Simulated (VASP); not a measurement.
# MgO (P6_3/mmc) in VASP: further runs, part 2 of 2

VASP 6.6.1. The steps go on from the part before.

## (3) Single point, PBEsol (volume 10.648 Å^3 an atom, c/a of the conventional cell 1.2003)

File INCAR:

```
SYSTEM = MgO
PREC     = Accurate       ! precision mode
ENCUT    = 520            ! plane-wave cutoff, eV
EDIFF    = 1E-7           ! SCF threshold, eV
ISMEAR   = 0              ! smearing method
SIGMA    = 0.05           ! smearing width, eV
LREAL    = .False.        ! projectors in reciprocal space
LASPH    = .True.         ! aspherical terms in the spheres
NELM     = 80             ! most SCF steps
ALGO     = Normal         ! electronic algorithm
ISIF     = 2              ! what is computed and relaxed
LWAVE    = .False.        ! write WAVECAR
LCHARG   = .False.        ! write CHGCAR
GGA      = PS             ! functional
NBANDS   = 16             ! bands
```

File KPOINTS:

```
Automatic mesh
0
Gamma
  9 9 6
  0 0 0
```

File POSCAR:

```
MgO
1.0
    3.4475011961      0.0000000000      0.0000000000
   -1.7237505981      2.9856236154      0.0000000000
    0.0000000000      0.0000000000      4.1379815604
Mg O
2 2
Direct
    0.6666666667      0.3333333333      0.7500000000
    0.3333333333      0.6666666667      0.2500000000
    0.6666666667      0.3333333333      0.2500000000
    0.3333333333      0.6666666667      0.7500000000
```

Potentials or basis: VASP PAW PBE potentials, release 64 (Mg, O).

Launch:

```
> cat potpaw_PBE.64/Mg/POTCAR potpaw_PBE.64/O/POTCAR > POTCAR
> mpirun -np 1 vasp_std > vasp.out
```

OUTCAR:

```text
SYSTEM = MgO
   PREC = Accurate
   ENCUT = 520
   EDIFF = 1E-7
   ISMEAR = 0
   LREAL = .False.
   LASPH = .True.
   NELM = 80
   ISIF = 2
   GGA = PS

 ion  position               nearest neighbor table
   1  0.667  0.333  0.750-   4 1.99   4 1.99   4 1.99   3 2.07   3 2.07   2 2.87   2 2.87   2 2.87
                             2 2.87   2 2.87   2 2.87
   2  0.333  0.667  0.250-   3 1.99   3 1.99   3 1.99   4 2.07   4 2.07   1 2.87   1 2.87   1 2.87
                             1 2.87   1 2.87   1 2.87
   3  0.667  0.333  0.250-   2 1.99   2 1.99   2 1.99   1 2.07   1 2.07
   4  0.333  0.667  0.750-   1 1.99   1 1.99   1 1.99   2 2.07   2 2.07

  LATTYP: Found a hexagonal cell.
 ALAT       =     3.4475011961
 C/A-ratio  =     1.2002843001

  Lattice vectors:

 A1 = (   3.4475011961,   0.0000000000,   0.0000000000)
 A2 = (  -1.7237505981,   2.9856236154,   0.0000000000)
 A3 = (   0.0000000000,   0.0000000000,   4.1379815604)

Analysis of symmetry for initial positions (statically):
=====================================================================
 Subroutine PRICEL returns:
 Original cell was already a primitive cell.

 Routine SETGRP: Setting up the symmetry group for a
 hexagonal supercell.

 Subroutine GETGRP returns: Found 24 space group operations
 (whereof 12 operations were pure point group operations)
 out of a pool of 24 trial point group operations.

The static configuration has the point symmetry D_3d.
 The point group associated with its full space group is D_6h.

Analysis of symmetry for dynamics (positions and initial velocities):
=====================================================================
 Subroutine PRICEL returns:
 Original cell was already a primitive cell.

 Routine SETGRP: Setting up the symmetry group for a
 hexagonal supercell.

 Subroutine GETGRP returns: Found 24 space group operations
 (whereof 12 operations were pure point group operations)
 out of a pool of 24 trial point group operations.

The dynamic configuration has the point symmetry D_3d.
 The point group associated with its full space group is D_6h.

 Subroutine INISYM returns: Found 24 space group operations
 (whereof 12 operations are pure point group operations),
 and found     1 'primitive' translations

----------------------------------------------------------------------------------------

                                     Primitive cell

  volume of cell :      42.5920

  direct lattice vectors                    reciprocal lattice vectors
     3.447501196  0.000000000  0.000000000     0.290065164  0.167469201  0.000000000
    -1.723750598  2.985623615  0.000000000     0.000000000  0.334938401  0.000000000
     0.000000000  0.000000000  4.137981560     0.000000000  0.000000000  0.241663716

  length of vectors
     3.447501196  3.447501196  4.137981560     0.334938401  0.334938401  0.241663716

  position of ions in fractional coordinates (direct lattice)
     0.666666667  0.333333333  0.750000000
     0.333333333  0.666666667  0.250000000
     0.666666667  0.333333333  0.250000000
     0.333333333  0.666666667  0.750000000

  ion indices of the primitive-cell ions
   primitive index   ion index
                 1           1
                 2           2
                 3           3
                 4           4

[... 21 lines left out ...]
 Subroutine IBZKPT returns following result:
 ===========================================

 Found     48 irreducible k-points:

 Following reciprocal coordinates:
            Coordinates               Weight
  0.000000  0.000000  0.000000      1.000000
  0.111111  0.000000  0.000000      6.000000
  0.222222 -0.000000  0.000000      6.000000
  0.333333 -0.000000  0.000000      6.000000
  0.444444 -0.000000  0.000000      6.000000
  0.111111  0.111111  0.000000      6.000000
[... 16 lines left out ...]
  0.333333  0.222222  0.166667     24.000000
  0.333333  0.333333  0.166667      4.000000
 [... further k-points ...]
   k-points           NKPTS =     48   k-points in BZ     NKDIM =     48   number of bands    NBANDS=     16
   number of dos      NEDOS =    301   number of ions     NIONS =      4
   total plane-waves  NPLWV =  25088
   dimension x,y,z NGX =    28 NGY =   28 NGZ =   32
   dimension x,y,z NGXF=    56 NGYF=   56 NGZF=   64
   ions per type =               2   2
   NGX,Y,Z   is equivalent  to a cutoff of  13.50, 13.50, 12.86 a.u.
   NGXF,Y,Z  is equivalent  to a cutoff of  27.00, 27.00, 25.71 a.u.
 SYSTEM =  MgO
   PREC   = accura    normal or accurate (medium, high low for compatibility)
   ISTART =      0    job   : 0-new  1-cont  2-samecut
   ICHARG =      2    charge: 1-file 2-atom 10-const
   ISPIN  =      1    spin polarized calculation?
   LNONCOLLINEAR =      F non collinear calculations
   LSORBIT =      F    spin-orbit coupling
   LASPH  =      T    aspherical Exc in radial PAW
   ENCUT  =  520.0 eV  38.22 Ry    6.18 a.u.   6.41  6.41  7.69*2*pi/ulx,y,z
   NELM   =     80;   NELMIN=  2; NELMDL= -5     # of ELM steps
   EDIFF  = 0.1E-06   stopping-criterion for ELM
   LREAL  =      F    real-space projection
   EDIFFG = 0.1E-05   stopping-criterion for IOM
   NSW    =      0    number of steps for IOM
   IBRION =     -1    ionic relax: 0-MD 1-quasi-New 2-CG
   NFREE  =      0    steps in history (QN), initial steepest desc. (CG)
   ISIF   =      2    stress and relaxation
   ISYM   =      2    0-nonsym 1-usesym 2-fastsym
   POTIM  = 0.5000    time-step for ionic-motion
   TEBEG  =    0.0;   TEEND  =   0.0 temperature during run
   PSTRESS=    0.0 pullay stress
   NELECT =      16.0000    total number of electrons
   NUPDOWN=      -1.0000    fix difference up-down
   EMIN   =  10.00;   EMAX   =-10.00  energy-range for DOS
   EFERMI =   0.00;   METHOD = LEGACY
   ISMEAR =     0;   SIGMA  =   0.05  broadening in eV -4-tet -1-fermi 0-gaus
   EFERMI_NEDOS =   21; number of points for ismear=-14 and -15
   IALGO  =     38    algorithm
   IMIX   =      4    mixing-type and parameters
     AMIX     =   0.40;   BMIX     =  1.00
     AMIX_MAG =   1.60;   BMIX_MAG =  1.00
  volume/ion in A,a.u.               =      10.65        71.86
  Fermi-wavevector in a.u.,A,eV,Ry     =   1.181242  2.232223 18.984648  1.395332
  Thomas-Fermi vector in A             =   2.317519
   LORBIT       =      0    0 simple, 1 ext, 2 COOP (PROOUT), +10 PAW based schemes
   GGA     = PS    functional components
   LHFCALC =     F    Hartree Fock is set to
   AEXX    =    0.0000 exact exchange contribution
   IVDW    =     0    specifies the selected vdW correction
   LEPSILON=     F    determine dielectric tensor
   LRPA    =     F    only Hartree local field effects (RPA)
 non-spin polarized calculation
 Gauss-broadening in eV      SIGMA  =   0.05
  energy-cutoff  :      520.00
  volume of cell :       42.59
 maximum number of plane-waves:      1166
 NGX is ok and might be reduce to    28
   NGX = 13   NGY = 13   NGZ = 15

 number of electron      16.0000006 magnetization

 Free energy of the ion-electron system (eV)
  ---------------------------------------------------
  ext. energy  EPLUGINS =         0.00000000
  ---------------------------------------------------
  free energy    TOTEN  =       -24.73058948 eV

  energy without entropy =      -24.73058948  energy(sigma->0) =      -24.73058948

 E-fermi :   2.3089     XC(G=0): -10.4595

 val. band max:        2.1014918952   @ k =   0.0000   0.0000   0.0000
 cond. band min:       5.5752920684   @ k =   0.0000   0.0000   0.0000
 fundamental gap:      3.4738001732
 Fermi energy:         2.3088614119

 k-point     1 :       0.0000    0.0000    0.0000
  band No.  band energies     occupation
      1     -14.9194      2.00000
      2     -13.4040      2.00000
      3      -1.7165      2.00000
      4       0.2814      2.00000
      5       0.2814      2.00000
      6       1.2416      2.00000
[... 433 lines left out ...]
      3      -1.5832      2.00000
      4      -0.8293      2.00000
      5      -0.8293      2.00000
      6       0.8603      2.00000
[... 8 lines left out ...]
     15      16.2248      0.00000
     16      18.9161      0.00000

 [... further k-points ...]
[... 5 lines left out ...]
  --------------------------------------------------------------------------------------
  -------------------------------------------------------------------------------------
  Total        1.4102430      1.4102430      1.4937419     -0.0000000      0.0000000     -0.0000000
  in kB       53.0489133     53.0489133     56.1898791     -0.0000000      0.0000000     -0.0000000
  external PRESSURE =      54.0959019 kB  Pullay stress =       0.0000000 kB

 VOLUME and BASIS-vectors are now :
 -----------------------------------------------------------------------------
  energy-cutoff  :      520.00
  volume of cell :       42.59
      direct lattice vectors                 reciprocal lattice vectors
     3.447501196  0.000000000  0.000000000     0.290065164  0.167469201  0.000000000
    -1.723750598  2.985623615  0.000000000     0.000000000  0.334938401  0.000000000
     0.000000000  0.000000000  4.137981560     0.000000000  0.000000000  0.241663716

 POSITION                                       TOTAL-FORCE (eV/Angst)
 -----------------------------------------------------------------------------------
      1.72375      0.99521      3.10349         0.000000      0.000000      0.000000
     -0.00000      1.99042      1.03450         0.000000     -0.000000      0.000000
      1.72375      0.99521      1.03450         0.000000     -0.000000      0.000000
     -0.00000      1.99042      3.10349        -0.000000      0.000000      0.000000
 -----------------------------------------------------------------------------------
    total drift:                               -0.000000      0.000000     -0.000000

  FREE ENERGIE OF THE ION-ELECTRON SYSTEM (eV)
  ---------------------------------------------------
  free  energy   TOTEN  =       -24.7305894817 eV

  energy  without entropy=      -24.7305894817  energy(sigma->0) =      -24.73058948
```

Wall time 18 s (1 thread of Intel Xeon 6975P-C (Granite Rapids), shared host); peak memory 0.17 GiB.

Results:

```
Free energy            : -24.7306 eV
Pressure               : 5.4 GPa
Band gap on the k mesh : 3.47 eV, direct
```

Stress tensor (GPa, compression positive):
```
5.30 0.00 0.00
0.00 5.30 0.00
0.00 0.00 5.62
```

Levels at points of the mesh, in eV from the valence-band top:
```csv
k point,band 4,band 5,band 6,band 7,band 8,band 9,band 10,band 11,band 12,band 13
"(0.00, 0.00, 0.00)",-1.82,-1.82,-0.86,-0.86,0.00,3.47,9.64,12.35,12.64,12.64
"(0.00, 0.00, 0.50)",-2.52,-1.36,-1.36,-1.36,-1.36,6.52,6.52,12.99,12.99,12.99
```

Caveat: the PAW data sets were made with another functional, which shifts forces and pressure a little.

## (4) Single point, PBEsol (volume 10.648 Å^3 an atom, c/a of the conventional cell 1.0632)

File INCAR:

```
SYSTEM = MgO
  PREC = Accurate
  ENCUT = 520
  EDIFF = 1E-6
  ISMEAR = 0
  SIGMA = 0.05
  LREAL = .FALSE.
  LASPH = .TRUE.
  NELM = 60
  ALGO = Normal
  ISIF = 2
  LWAVE = .FALSE.
  LCHARG = .TRUE.
  GGA = PS
  LELF = .TRUE.
  LVHAR = .TRUE.
  NBANDS = 16
```

File KPOINTS:

```
regular mesh
0
G
  9 9 6
  0 0 0
```

File POSCAR:

```
MgO
1.0
    3.5897219563      0.0000000000      0.0000000000
   -1.7948609782      3.1087904067      0.0000000000
    0.0000000000      0.0000000000      3.8165923840
Mg O
2 2
Direct
    0.6666666667      0.3333333333      0.7500000000
    0.3333333333      0.6666666667      0.2500000000
    0.6666666667      0.3333333333      0.2500000000
    0.3333333333      0.6666666667      0.7500000000
```

Launch:

```
> cat potpaw_PBE.64/Mg/POTCAR potpaw_PBE.64/O/POTCAR > POTCAR
> mpirun -np 1 vasp_std > vasp.out
```

Run time: 16 s. Hardware: 1 thread of Intel Xeon 6975P-C (Granite Rapids), shared host; peak memory 0.17 GiB.

It converged, with:

```
Free energy            : -24.3848 eV
Pressure               : 11.2 GPa
Band gap on the k mesh : 3.57 eV, direct
```

Stress tensor (GPa, compression positive):
```
-0.42  0.00  0.00
 0.00 -0.42  0.00
 0.00  0.00 34.51
```

Levels at points of the mesh, in eV from the valence-band top:
| k point | band 4 | band 5 | band 6 | band 7 | band 8 | band 9 | band 10 | band 11 | band 12 | band 13 |
| --- | --- | --- | --- | --- | --- | --- | --- | --- | --- | --- |
| (0.00, 0.00, 0.00) | -1.86 | -1.86 | -0.56 | -0.56 | 0.00 | 3.57 | 10.44 | 12.10 | 12.10 | 13.68 |
| (0.00, 0.00, 0.50) | -2.44 | -1.24 | -1.24 | -1.24 | -1.24 | 6.75 | 6.75 | 12.44 | 12.44 | 12.44 |

Caveat: the PAW data sets were made with another functional, which shifts forces and pressure a little.

## (5) Single point, PBEsol (volume 11.092 Å^3 an atom, c/a of the conventional cell 1.1296)

File INCAR:

```
SYSTEM = MgO
  PREC = Accurate
  ENCUT = 520
  EDIFF = 1E-7
  ISMEAR = 0
  SIGMA = 0.05
  LREAL = .False.
  LASPH = .True.
  NELM = 60
  ALGO = Normal
  ISIF = 2
  LWAVE = .False.
  LCHARG = .False.
  GGA = PS
  NBANDS = 16
```

File KPOINTS:

```
Automatic mesh
0
Gamma
  9 9 6
  0 0 0
```

File POSCAR:

```
MgO
1.0
    3.5661912553      0.0000000000      0.0000000000
   -1.7830956277      3.0884122218      0.0000000000
    0.0000000000      0.0000000000      4.0283696420
Mg O
2 2
Direct
    0.6666666667      0.3333333333      0.7500000000
    0.3333333333      0.6666666667      0.2500000000
    0.6666666667      0.3333333333      0.2500000000
    0.3333333333      0.6666666667      0.7500000000
```

Potentials or basis: VASP PAW PBE potentials, release 64 (Mg, O).

Launch:

```
> cat potpaw_PBE.64/Mg/POTCAR potpaw_PBE.64/O/POTCAR > POTCAR
> mpirun -np 1 vasp_std > vasp.out
```

OUTCAR:

```text
SYSTEM = MgO
   PREC = Accurate
   ENCUT = 520
   EDIFF = 1E-7
   ISMEAR = 0
   LREAL = .False.
   LASPH = .True.
   NELM = 60
   ISIF = 2
   GGA = PS

 ion  position               nearest neighbor table
   1  0.667  0.333  0.750-   3 2.01   3 2.01   4 2.06   4 2.06   4 2.06   2 2.88   2 2.88   2 2.88
                             2 2.88   2 2.88   2 2.88
   2  0.333  0.667  0.250-   4 2.01   4 2.01   3 2.06   3 2.06   3 2.06   1 2.88   1 2.88   1 2.88
                             1 2.88   1 2.88   1 2.88
   3  0.667  0.333  0.250-   1 2.01   1 2.01   2 2.06   2 2.06   2 2.06
   4  0.333  0.667  0.750-   2 2.01   2 2.01   1 2.06   1 2.06   1 2.06

[... 661 lines left out ...]
  -------------------------------------------------------------------------------------
  Total       -0.8355395     -0.8355395      2.4992390      0.0000000      0.0000000      0.0000000
  in kB      -30.1722956    -30.1722956     90.2504055      0.0000000      0.0000000      0.0000000
  external PRESSURE =       9.9686048 kB  Pullay stress =       0.0000000 kB

 VOLUME and BASIS-vectors are now :
 -----------------------------------------------------------------------------
  energy-cutoff  :      520.00
  volume of cell :       44.37
      direct lattice vectors                 reciprocal lattice vectors
     3.566191255  0.000000000  0.000000000     0.280411209  0.161895487  0.000000000
    -1.783095628  3.088412222  0.000000000     0.000000000  0.323790974  0.000000000
     0.000000000  0.000000000  4.028369642     0.000000000  0.000000000  0.248239384

 POSITION                                       TOTAL-FORCE (eV/Angst)
 -----------------------------------------------------------------------------------
      1.78310      1.02947      3.02128         0.000000     -0.000000      0.000000
     -0.00000      2.05894      1.00709        -0.000000      0.000000      0.000000
      1.78310      1.02947      1.00709         0.000000      0.000000      0.000000
     -0.00000      2.05894      3.02128        -0.000000      0.000000      0.000000
 -----------------------------------------------------------------------------------
    total drift:                               -0.000000      0.000000     -0.000000

  FREE ENERGIE OF THE ION-ELECTRON SYSTEM (eV)
  ---------------------------------------------------
  free  energy   TOTEN  =       -24.6950069812 eV

  energy  without entropy=      -24.6950069812  energy(sigma->0) =      -24.69500698
```

stdout:

```text
POSCAR found type information on POSCAR MgO
 POSCAR found :  2 types and       4 ions
 scaLAPACK will be used
 -----------------------------------------------------------------------------
|                                                                             |
|                                                                             |
|     You enforced a specific xc type in the INCAR file but a different       |
|     I HOPE YOU KNOW WHAT YOU ARE DOING!                                     |
|                                                                             |
 -----------------------------------------------------------------------------

 LDA part: xc-table for (Slater+PW92), standard interpolation
 POSCAR, INCAR and KPOINTS ok, starting setup
 FFT: planning ... GRIDC
 FFT: planning ... GRID_SOFT
 FFT: planning ... GRID
 WAVECAR not read
 entering main loop
```

It took 15 s on 1 thread of Intel Xeon 6975P-C (Granite Rapids), shared host; peak memory 0.17 GiB.

Results:

```yaml
Free_energy: -24.6950 eV
Pressure: 1.0 GPa
Band_gap_on_the_k_mesh: 3.34 eV, direct
```

Caveat: the PAW data sets were made with another functional, which shifts forces and pressure a little.

## (6) Overview

```tsv
cell	gap on the mesh (eV)	pressure (GPa)
a = 3.311, b = 3.311, c = 4.487 Å, angles 90.0, 90.0, 120.0°, 4 atoms	3.37	8.9
a = 3.448, b = 3.448, c = 4.138 Å, angles 90.0, 90.0, 120.0°, 4 atoms	3.47	5.4
a = 3.590, b = 3.590, c = 3.817 Å, angles 90.0, 90.0, 120.0°, 4 atoms	3.57	11.2
a = 3.566, b = 3.566, c = 4.028 Å, angles 90.0, 90.0, 120.0°, 4 atoms	3.34	1.0
```

Alike in all rows: task single point; level PBEsol; potentials or basis VASP PAW PBE potentials, release 64 (Mg, O); no spin polarisation; k mesh 9 × 9 × 6; cutoff (eV) 520; smearing gaussian 0.05 eV.

Caveats: the PAW data sets were made with another functional, which shifts forces and pressure a little.

Absolute energies hang on the potentials; compare differences alone.
